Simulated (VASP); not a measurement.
# SiC (F-43m) in VASP: notebook

The runs below take SiC through single point, with r2SCAN.

Program: VASP 6.6.1. These are calculated values, not measurements. Logs are shortened: lines on timing, memory, paths and dates and some standing lists are left out, and cuts for length are marked.

## 1. The cell of the first run

The structure is cubic, space group F-43m (No. 216). Conventional cell: a = 4.175 Å, b = 4.175 Å, c = 4.175 Å, α = 90.00°, β = 90.00°, γ = 90.00°. Within 2.4 Å of Si (site symmetry -43m) lie 4 C at 1.81 Å. Within 2.4 Å of C (site symmetry -43m) lie 4 Si at 1.81 Å.

## 2. Single point, r2SCAN (volume scaled by 0.88)

Input file POSCAR:

```
SiC
1.0
    0.0000000000      2.0873124111      2.0873124111
    2.0873124111      0.0000000000      2.0873124111
    2.0873124111      2.0873124111      0.0000000000
Si C
1 1
Direct
    0.0000000000      0.0000000000      0.0000000000
    0.2500000000      0.2500000000      0.2500000000
```

Input file INCAR.step1:

```
SYSTEM = SiC
  ALGO = Normal
  EDIFF = 1E-4
  ENCUT = 520
  GGA = PE
  ISMEAR = 0
  LASPH = .True.
  LCHARG = .False.
  LREAL = .False.
  LWAVE = .True.
  NBANDS = 11
  NELM = 80
  PREC = Accurate
  SIGMA = 0.02
```

Input file INCAR.step2:

```
SYSTEM = SiC
  ALGO = Normal
  EDIFF = 1E-7
  ENCUT = 520
  ISIF = 2
  ISMEAR = 0
  ISTART = 1
  LASPH = .True.
  LCHARG = .True.
  LELF = .True.
  LMIXTAU = .True.
  LREAL = .False.
  LVHAR = .True.
  LWAVE = .False.
  METAGGA = R2SCAN
  NBANDS = 11
  NELM = 80
  PREC = Accurate
  SIGMA = 0.02
```

Input file KPOINTS:

```
k-points
0
Gamma
  10 10 10
  0 0 0
```

Potentials or basis: VASP PAW PBE potentials, release 64 (Si, C).

Started as:

```bash
$ cat potpaw_PBE.64/Si/POTCAR potpaw_PBE.64/C/POTCAR > POTCAR
$ cp INCAR.step1 INCAR
$ mpirun -np 1 vasp_std > vasp.out
$ cp INCAR.step2 INCAR
$ mpirun -np 1 vasp_std > vasp.out
```

OUTCAR:

```text
SYSTEM = SiC
   EDIFF = 1E-7
   ENCUT = 520
   ISIF = 2
   ISMEAR = 0
   ISTART = 1
   LASPH = .True.
   LREAL = .False.
   METAGGA = R2SCAN
   NELM = 80
   PREC = Accurate

 ion  position               nearest neighbor table
   1  0.000  0.000  0.000-   2 1.81   2 1.81   2 1.81   2 1.81
   2  0.250  0.250  0.250-   1 1.81   1 1.81   1 1.81   1 1.81

  LATTYP: Found a face centered cubic cell.
 ALAT       =     4.1746248222

  Lattice vectors:

 A1 = (   0.0000000000,   2.0873124111,   2.0873124111)
 A2 = (   2.0873124111,   0.0000000000,   2.0873124111)
 A3 = (   2.0873124111,   2.0873124111,   0.0000000000)

Analysis of symmetry for initial positions (statically):
=====================================================================
 Subroutine PRICEL returns:
 Original cell was already a primitive cell.

 Routine SETGRP: Setting up the symmetry group for a
 face centered cubic supercell.

 Subroutine GETGRP returns: Found 24 space group operations
 (whereof 24 operations were pure point group operations)
 out of a pool of 48 trial point group operations.

The static configuration has the point symmetry T_d .

Analysis of symmetry for dynamics (positions and initial velocities):
=====================================================================
 Subroutine PRICEL returns:
 Original cell was already a primitive cell.

 Routine SETGRP: Setting up the symmetry group for a
 face centered cubic supercell.

 Subroutine GETGRP returns: Found 24 space group operations
 (whereof 24 operations were pure point group operations)
 out of a pool of 48 trial point group operations.

The dynamic configuration has the point symmetry T_d .

 Subroutine INISYM returns: Found 24 space group operations
 (whereof 24 operations are pure point group operations),
 and found     1 'primitive' translations

----------------------------------------------------------------------------------------

                                     Primitive cell

  volume of cell :      18.1883

  direct lattice vectors                    reciprocal lattice vectors
     0.000000000  2.087312411  2.087312411    -0.239542484  0.239542484  0.239542484
     2.087312411  0.000000000  2.087312411     0.239542484 -0.239542484  0.239542484
     2.087312411  2.087312411  0.000000000     0.239542484  0.239542484 -0.239542484

  length of vectors
     2.951905521  2.951905521  2.951905521     0.414899753  0.414899753  0.414899753

  position of ions in fractional coordinates (direct lattice)
     0.000000000  0.000000000  0.000000000
     0.250000000  0.250000000  0.250000000

  ion indices of the primitive-cell ions
   primitive index   ion index
                 1           1
                 2           2

----------------------------------------------------------------------------------------

 KPOINTS: k-points

Automatic generation of k-mesh.
 Grid dimensions read from file:
 generate k-points for:   10   10   10

 Generating k-lattice:

  Cartesian coordinates                     Fractional coordinates (reciprocal lattice)
    -0.023954248  0.023954248  0.023954248     0.100000000  0.000000000  0.000000000
     0.023954248 -0.023954248  0.023954248     0.000000000  0.100000000  0.000000000
     0.023954248  0.023954248 -0.023954248     0.000000000  0.000000000  0.100000000

  Length of vectors
     0.041489975  0.041489975  0.041489975

  Shift w.r.t. Gamma in fractional coordinates (k-lattice)
     0.000000000  0.000000000  0.000000000

 Subroutine IBZKPT returns following result:
 ===========================================

 Found     47 irreducible k-points:

 Following reciprocal coordinates:
            Coordinates               Weight
  0.000000  0.000000  0.000000      1.000000
  0.100000  0.000000  0.000000      8.000000
  0.200000  0.000000  0.000000      8.000000
  0.300000  0.000000  0.000000      8.000000
  0.400000  0.000000  0.000000      8.000000
  0.500000  0.000000  0.000000      4.000000
[... 16 lines left out ...]
  0.300000  0.300000  0.000000      6.000000
  0.400000  0.300000  0.000000     24.000000
 [... further k-points ...]
   k-points           NKPTS =     47   k-points in BZ     NKDIM =     47   number of bands    NBANDS=     11
   number of dos      NEDOS =    301   number of ions     NIONS =      2
   total plane-waves  NPLWV =  13824
   dimension x,y,z NGX =    24 NGY =   24 NGZ =   24
   dimension x,y,z NGXF=    48 NGYF=   48 NGZF=   48
   ions per type =               1   1
   NGX,Y,Z   is equivalent  to a cutoff of  13.52, 13.52, 13.52 a.u.
   NGXF,Y,Z  is equivalent  to a cutoff of  27.03, 27.03, 27.03 a.u.
 SYSTEM =  SiC
   PREC   = accura    normal or accurate (medium, high low for compatibility)
   ISTART =      1    job   : 0-new  1-cont  2-samecut
   ICHARG =      0    charge: 1-file 2-atom 10-const
   ISPIN  =      1    spin polarized calculation?
   LNONCOLLINEAR =      F non collinear calculations
   LSORBIT =      F    spin-orbit coupling
   LASPH  =      T    aspherical Exc in radial PAW
   ENCUT  =  520.0 eV  38.22 Ry    6.18 a.u.   5.49  5.49  5.49*2*pi/ulx,y,z
   NELM   =     80;   NELMIN=  2; NELMDL=  0     # of ELM steps
   EDIFF  = 0.1E-06   stopping-criterion for ELM
   LREAL  =      F    real-space projection
   EDIFFG = 0.1E-05   stopping-criterion for IOM
   NSW    =      0    number of steps for IOM
   IBRION =     -1    ionic relax: 0-MD 1-quasi-New 2-CG
   NFREE  =      0    steps in history (QN), initial steepest desc. (CG)
   ISIF   =      2    stress and relaxation
   ISYM   =      2    0-nonsym 1-usesym 2-fastsym
   POTIM  = 0.5000    time-step for ionic-motion
   TEBEG  =    0.0;   TEEND  =   0.0 temperature during run
   PSTRESS=    0.0 pullay stress
   NELECT =       8.0000    total number of electrons
   NUPDOWN=      -1.0000    fix difference up-down
   EMIN   =  10.00;   EMAX   =-10.00  energy-range for DOS
   EFERMI =   0.00;   METHOD = LEGACY
   ISMEAR =     0;   SIGMA  =   0.02  broadening in eV -4-tet -1-fermi 0-gaus
   EFERMI_NEDOS =   21; number of points for ismear=-14 and -15
   IALGO  =     38    algorithm
   IMIX   =      4    mixing-type and parameters
     AMIX     =   0.40;   BMIX     =  1.00
     AMIX_MAG =   1.60;   BMIX_MAG =  1.00
  volume/ion in A,a.u.               =       9.09        61.37
  Fermi-wavevector in a.u.,A,eV,Ry     =   1.245013  2.352734 21.089826  1.550058
  Thomas-Fermi vector in A             =   2.379255
   LORBIT       =      0    0 simple, 1 ext, 2 COOP (PROOUT), +10 PAW based schemes
   METAGGA = R2SCAN    functional components
   LHFCALC =     F    Hartree Fock is set to
   AEXX    =    0.0000 exact exchange contribution
   IVDW    =     0    specifies the selected vdW correction
   LEPSILON=     F    determine dielectric tensor
   LRPA    =     F    only Hartree local field effects (RPA)
 non-spin polarized calculation
 Gauss-broadening in eV      SIGMA  =   0.02
  energy-cutoff  :      520.00
  volume of cell :       18.19
 maximum number of plane-waves:       531
 NGX is ok and might be reduce to    24
   NGX = 11   NGY = 11   NGZ = 11

 number of electron       8.0000000 magnetization

 Free energy of the ion-electron system (eV)
  ---------------------------------------------------
  ext. energy  EPLUGINS =         0.00000000
  ---------------------------------------------------
  free energy    TOTEN  =       -19.07089559 eV

  energy without entropy =      -19.07089559  energy(sigma->0) =      -19.07089559

 E-fermi :   9.6202     XC(G=0): -12.5224

 val. band max:        9.4862532523   @ k =   0.0000   0.0000   0.0000
 cond. band min:      11.1174691475   @ k =   0.5000   0.5000   0.0000
 fundamental gap:      1.6312158952
 Fermi energy:         9.6201764592

 k-point     1 :       0.0000    0.0000    0.0000
  band No.  band energies     occupation
      1      -7.7552      2.00000
      2       9.4863      2.00000
      3       9.4863      2.00000
      4       9.4863      2.00000
      5      17.9671      0.00000
      6      18.3630      0.00000
      7      18.3630      0.00000
      8      18.3630      0.00000
      9      25.5267      0.00000
     10      25.5267      0.00000
     11      29.0187      0.00000

 k-point     2 :       0.1000    0.0000    0.0000
  band No.  band energies     occupation
      1      -7.5314      2.00000
      2       8.4160      2.00000
      3       9.3446      2.00000
      4       9.3446      2.00000
      5      17.9242      0.00000
      6      18.6417      0.00000
      7      18.6417      0.00000
      8      18.9904      0.00000
      9      24.4783      0.00000
     10      24.4783      0.00000
     11      28.0685      0.00000

 k-point     3 :       0.2000    0.0000    0.0000
  band No.  band energies     occupation
      1      -6.8695      2.00000
      2       6.0829      2.00000
      3       9.0175      2.00000
      4       9.0175      2.00000
      5      17.5123      0.00000
      6      18.9777      0.00000
      7      18.9777      0.00000
      8      20.3899      0.00000
      9      23.7935      0.00000
     10      23.7935      0.00000
     11      27.1410      0.00000

 k-point     4 :       0.3000    0.0000    0.0000
  band No.  band energies     occupation
      1      -5.8082      2.00000
      2       3.4826      2.00000
      3       8.6783      2.00000
      4       8.6783      2.00000
      5      17.1100      0.00000
      6      18.6119      0.00000
      7      18.6119      0.00000
      8      21.2369      0.00000
      9      24.9486      0.00000
     10      24.9486      0.00000
     11      27.1629      0.00000

 k-point     5 :       0.4000    0.0000    0.0000
  band No.  band energies     occupation
      1      -4.4852      2.00000
      2       1.1416      2.00000
      3       8.4426      2.00000
      4       8.4426      2.00000
      5      16.8568      0.00000
      6      18.0523      0.00000
      7      18.0523      0.00000
      8      21.3102      0.00000
      9      27.3373      0.00000
     10      27.3373      0.00000
     11      28.1135      0.00000
[... 211 lines left out ...]
 k-point    21 :      -0.3000    0.2000    0.0000
  band No.  band energies     occupation
      1      -4.2333      2.00000
      2       2.4174      2.00000
      3       5.2822      2.00000
      4       8.2237      2.00000
      5      16.1215      0.00000
      6      19.5839      0.00000
      7      19.6872      0.00000
      8      22.0310      0.00000
      9      23.8626      0.00000
     10      27.6009      0.00000
     11      31.3758      0.00000

 k-point    22 :      -0.2000    0.2000    0.0000
  band No.  band energies     occupation
      1      -5.4538      2.00000
      2       4.2525      2.00000
      3       5.9233      2.00000
      4       8.8149      2.00000
      5      17.3311      0.00000
      6      19.3291      0.00000
      7      19.4053      0.00000
      8      20.6912      0.00000
      9      22.3078      0.00000
     10      27.4794      0.00000
     11      31.2484      0.00000

 k-point    23 :       0.3000    0.3000    0.0000
  band No.  band energies     occupation
      1      -5.1530      2.00000
      2       4.8699      2.00000
      3       6.8370      2.00000
      4       6.8370      2.00000
      5      13.3556      0.00000
      6      16.1947      0.00000
      7      23.2867      0.00000
      8      23.2867      0.00000
      9      24.6043      0.00000
     10      28.5482      0.00000
     11      34.0494      0.00000

 k-point    24 :       0.4000    0.3000    0.0000
  band No.  band energies     occupation
      1      -4.1572      2.00000
      2       3.4874      2.00000
      3       5.9632      2.00000
      4       6.5425      2.00000
      5      12.9156      0.00000
      6      16.2613      0.00000
      7      23.5417      0.00000
      8      23.6316      0.00000
      9      26.0642      0.00000
     10      29.9028      0.00000
     11      34.0346      0.00000

 [... further k-points ...]

------------------------ aborting loop because EDIFF is reached ----------------------------------------

  FORCE on cell =-STRESS in cart. coord.  units (eV):
  Direction    XX          YY          ZZ          XY          YZ          ZX
  --------------------------------------------------------------------------------------
  -------------------------------------------------------------------------------------
  Total        4.1738245      4.1738245      4.1738245      0.0000000      0.0000000      0.0000000
  in kB      367.6650976    367.6650976    367.6650976      0.0000000      0.0000000      0.0000000
  external PRESSURE =     367.6650976 kB  Pullay stress =       0.0000000 kB

 VOLUME and BASIS-vectors are now :
 -----------------------------------------------------------------------------
  energy-cutoff  :      520.00
  volume of cell :       18.19
      direct lattice vectors                 reciprocal lattice vectors
     0.000000000  2.087312411  2.087312411    -0.239542484  0.239542484  0.239542484
     2.087312411  0.000000000  2.087312411     0.239542484 -0.239542484  0.239542484
     2.087312411  2.087312411  0.000000000     0.239542484  0.239542484 -0.239542484

 POSITION                                       TOTAL-FORCE (eV/Angst)
 -----------------------------------------------------------------------------------
      0.00000      0.00000      0.00000        -0.000000      0.000000      0.000000
      1.04366      1.04366      1.04366         0.000000     -0.000000     -0.000000
 -----------------------------------------------------------------------------------
    total drift:                                0.000000      0.000000      0.000000

  FREE ENERGIE OF THE ION-ELECTRON SYSTEM (eV)
  ---------------------------------------------------
  free  energy   TOTEN  =       -19.0708955884 eV

  energy  without entropy=      -19.0708955884  energy(sigma->0) =      -19.07089559
```

It took 33 s on 1 thread of AMD EPYC 9R45 (Zen 5), shared host; peak memory 0.11 GiB.

What came out:

```yaml
Free_energy: -19.0709 eV
Pressure: 36.8 GPa
Band_gap_on_the_k_mesh: 1.63 eV, indirect (least direct gap 5.21 eV)
```

Caveat: the PAW data sets were made with another functional, which shifts forces and pressure a little. A k mesh can miss the band edges.

## 3. Single point, r2SCAN (volume scaled by 0.91)

Input file POSCAR:

```
SiC
1.0
    0.0000000000      2.1107673228      2.1107673228
    2.1107673228      0.0000000000      2.1107673228
    2.1107673228      2.1107673228      0.0000000000
Si C
1 1
Direct
    0.0000000000      0.0000000000      0.0000000000
    0.2500000000      0.2500000000      0.2500000000
```

Input file INCAR.step1:

```
PREC = Accurate
ENCUT = 520
ISMEAR = 0
SIGMA = 0.02
LREAL = F
LASPH = T
NELM = 80
NBANDS = 11
GGA = PE
ALGO = Normal
EDIFF = 1E-4
LWAVE = T
LCHARG = F
```

Input file INCAR.step2:

```
PREC = Accurate
ENCUT = 520
EDIFF = 1E-6
ISMEAR = 0
SIGMA = 0.02
LREAL = F
LASPH = T
NELM = 80
ALGO = Normal
ISIF = 2
LWAVE = F
LCHARG = T
METAGGA = R2SCAN
LMIXTAU = T
LELF = T
LVHAR = T
NBANDS = 11
ISTART = 1
```

Input file KPOINTS:

```
regular mesh
0
Gamma
  10 10 10
```

Potentials or basis: VASP PAW PBE potentials, release 64 (Si, C).

Started as:

```bash
$ cat potpaw_PBE.64/Si/POTCAR potpaw_PBE.64/C/POTCAR > POTCAR
$ cp INCAR.step1 INCAR
$ mpirun -np 1 vasp_std > vasp.out
$ cp INCAR.step2 INCAR
$ mpirun -np 1 vasp_std > vasp.out
```

It took 26 s on 1 thread of AMD EPYC 9R45 (Zen 5), shared host; peak memory 0.11 GiB.

Results (log left out):

```
Free energy            : -19.1908 eV
Pressure               : 25.4 GPa
Band gap on the k mesh : 1.66 eV, indirect (least direct gap 5.17 eV)
```

Levels at points of the mesh, in eV from the valence-band top:
```
           k point  band 1  band 2  band 3  band 4  band 5  band 6  band 7  band 8  band 9
(0.00, 0.00, 0.00)  -16.96    0.00    0.00    0.00    8.05    8.60    8.60    8.60   15.82
(0.50, 0.00, 0.00)  -12.96   -9.36   -1.12   -1.12    6.94    8.18    8.18   11.54   18.74
(0.50, 0.50, 0.00)  -11.40   -8.37   -3.52   -3.52    1.66    5.21   16.35   16.35   17.43
```

Caveat: the PAW data sets were made with another functional, which shifts forces and pressure a little. A k mesh can miss the band edges.

## 4. Single point, r2SCAN (volume scaled by 0.94)

Input file POSCAR:

```
SiC
1.0
    0.0000000000      2.1337122435      2.1337122435
    2.1337122435      0.0000000000      2.1337122435
    2.1337122435      2.1337122435      0.0000000000
Si C
1 1
Direct
    0.0000000000      0.0000000000      0.0000000000
    0.2500000000      0.2500000000      0.2500000000
```

Input file INCAR.step1:

```
PREC = Accurate ; ENCUT = 520
ISMEAR = 0 ; SIGMA = 0.02
LREAL = F ; LASPH = T
NELM = 60 ; NBANDS = 11
GGA = PE ; ALGO = Normal
EDIFF = 1E-4 ; LWAVE = T
LCHARG = F
```

Input file INCAR.step2:

```
PREC = Accurate ; ENCUT = 520
EDIFF = 1E-7 ; ISMEAR = 0
SIGMA = 0.02 ; LREAL = F
LASPH = T ; NELM = 60
ALGO = Normal ; ISIF = 2
LWAVE = F ; LCHARG = F
METAGGA = R2SCAN ; LMIXTAU = T
NBANDS = 11 ; ISTART = 1
```

Input file KPOINTS:

```
Automatic mesh
0
Gamma
  10 10 10
```

Started as:

```bash
$ cat potpaw_PBE.64/Si/POTCAR potpaw_PBE.64/C/POTCAR > POTCAR
$ cp INCAR.step1 INCAR
$ mpirun -np 1 vasp_std > vasp.out
$ cp INCAR.step2 INCAR
$ mpirun -np 1 vasp_std > vasp.out
```

It took 30 s on 1 thread of AMD EPYC 9R45 (Zen 5), shared host; peak memory 0.11 GiB.

It converged, with:

| Item | Value |
| --- | --- |
| Free energy | -19.2699 eV |
| Pressure | 15.6 GPa |
| Band gap on the k mesh | 1.68 eV, indirect (least direct gap 5.14 eV) |

Levels at points of the mesh, in eV from the valence-band top:
```csv
k point,band 2,band 3,band 4,band 5,band 6,band 7
"(0.00, 0.00, 0.00)",0.00,0.00,0.00,7.63,8.33,8.33
"(0.50, 0.00, 0.00)",-9.17,-1.12,-1.12,6.61,8.03,8.03
"(0.50, 0.50, 0.00)",-8.26,-3.46,-3.46,1.68,5.08,15.93
```

Caveat: the PAW data sets were made with another functional, which shifts forces and pressure a little. A k mesh can miss the band edges.

## 5. The runs side by side

| cell | gap on the mesh (eV) | pressure (GPa) |
| --- | --- | --- |
| a = 2.952 Å, angles 60.0°, 2 atoms | 1.63 | 36.8 |
| a = 2.985 Å, angles 60.0°, 2 atoms | 1.66 | 25.4 |
| a = 3.018 Å, angles 60.0°, 2 atoms | 1.68 | 15.6 |

Alike in all rows: task single point; level r2SCAN; potentials or basis VASP PAW PBE potentials, release 64 (Si, C); no spin polarisation; k mesh 10 × 10 × 10; cutoff (eV) 520; smearing gaussian 0.02 eV.

Caveats: the PAW data sets were made with another functional, which shifts forces and pressure a little.

Total energies depend on the potentials used, so only differences within one code and one set of settings carry meaning.
